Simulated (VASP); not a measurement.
# Ag: single point with LDA

Crystal: Ag.

```
Ag
1.0
     0.00000    1.99966    1.99966
     1.99966    0.00000    1.99966
     1.99966    1.99966    0.00000
Ag
1
Direct
  0.00000 0.00000 0.00000
```

```json
{"Program": "VASP 6.6.1", "Task": "single point", "Functional": "LDA", "Potentials or basis": "VASP PAW LDA potentials, release 64 (Ag)", "Cutoff": "520 eV", "k mesh": "13 × 13 × 13", "Occupations": "methfessel-paxton, width 0.6 eV", "Spin": "no spin polarisation", "Dipole correction": "no", "Further INCAR settings": "ALGO = Normal; EDIFF = 1e-06; NBANDS = 12"}
```

The pressure is 0.2 GPa.

Levels at points of the mesh, in eV from the Fermi level:
| k point | band 3 | band 4 | band 5 | band 6 | band 7 | band 8 | band 9 | band 10 |
| --- | --- | --- | --- | --- | --- | --- | --- | --- |
| (0.00, 0.00, 0.00) | -5.15 | -5.15 | -3.97 | -3.97 | 16.01 | 19.90 | 19.90 | 19.90 |

Wall time 20 s on 1 thread of Intel Xeon 8259CL, with other jobs on the host, peak memory 0.14 GiB.
